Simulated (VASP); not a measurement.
Here is a VASP 6.6.1 calculation.

File INCAR:

```
SYSTEM = Tc
PREC = Accurate
ENCUT = 520
EDIFF = 1E-6
ISMEAR = 1
SIGMA = 0.1
LREAL = .FALSE.
LASPH = .TRUE.
NELM = 60
ALGO = Normal
ISIF = 2
LWAVE = .FALSE.
LCHARG = .FALSE.
GGA = CA
NBANDS = 20
```

KPOINTS

```
regular mesh
0
G
  14 14 8
  0 0 0
```

File POSCAR:

```
Tc
1.0
    2.7084566915      0.0000000000      0.0000000000
   -1.3542283457      2.3455922999      0.0000000000
    0.0000000000      0.0000000000      4.3335832973
Tc
2
Direct
    0.3333333333      0.6666666667      0.2500000000
    0.6666666667      0.3333333333      0.7500000000
```

Potentials or basis: VASP PAW LDA potentials, release 64 (Tc_pv).

Run with:

```bash
$ cat potpaw_LDA.64/Tc_pv/POTCAR > POTCAR
$ mpirun -np 1 vasp_std > vasp.out
```

**Question.** Predict the pressure.

**Answer.** 0.0 GPa.

**Question.** Estimate the band gap on the k mesh.

**Answer.** Zero (bands 13 and 14 overlap by 3.62 eV).

Stress tensor (GPa, compression positive):
```
 0.06  0.00  0.00
 0.00  0.06  0.00
 0.00  0.00 -0.03
```
